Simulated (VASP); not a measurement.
# AgBiTeSe: single point with PBE

Crystal: AgBiTeSe.

```
CELL_PARAMETERS angstrom
4.31139 0.00000 0.00000
0.00000 4.31139 0.00000
0.00000 0.00000 6.45576
ATOMIC_POSITIONS crystal
Ag 0.00000 0.00000 0.00000
Bi 0.50000 0.50000 0.50000
Te 0.50000 0.50000 0.00000
Se 0.00000 0.00000 0.50000
```

- Program: VASP 6.6.1
- Task: single point
- Functional: PBE
- Potentials or basis: VASP PAW PBE potentials, release 64 (Ag, Bi_d, Te, Se)
- Cutoff: 520 eV
- k mesh: 6 × 6 × 4
- Occupations: fermi-dirac, width 0.05 eV
- Spin: no spin polarisation
- Dipole correction: no
- Further INCAR settings: ALGO = Normal; EDIFF = 1e-06; NBANDS = 27

| Item | Value |
| --- | --- |
| Pressure | -3.6 GPa |
| Band gap on the k mesh | zero (bands 19 and 20 overlap by 0.56 eV) |

Stress tensor (GPa, compression positive):
```
-4.42  0.00  0.00
 0.00 -4.42  0.00
 0.00  0.00 -1.99
```

Levels at points of the mesh, in eV from the Fermi level:
| k point | band 17 | band 18 | band 19 | band 20 | band 21 | band 22 |
| --- | --- | --- | --- | --- | --- | --- |
| (0.00, 0.00, 0.00) | -1.17 | -0.85 | -0.85 | 0.95 | 3.46 | 3.46 |
| (0.50, 0.00, 0.00) | -1.93 | -1.42 | -0.37 | -0.30 | 1.25 | 3.75 |
| (0.50, 0.50, 0.00) | -2.48 | -2.48 | -2.03 | 0.34 | 4.02 | 4.02 |
| (0.00, 0.00, 0.50) | -1.52 | -1.03 | -1.03 | 0.21 | 2.81 | 3.28 |
| (0.50, 0.00, 0.50) | -0.69 | -0.50 | -0.34 | -0.33 | -0.02 | 0.73 |
| (0.50, 0.50, 0.50) | -2.82 | -2.06 | -0.75 | 0.23 | 2.06 | 4.19 |

Run time: 61 s on 1 thread of Intel(R) Xeon(R) Platinum 8259CL CPU @ 2.50GHz (Skylake/Cascade Lake) (shared host), peak memory 0.28 GiB.

Caveat: the cell stands under tension; spin-orbit coupling is left out, which moves the levels of the heavy elements.
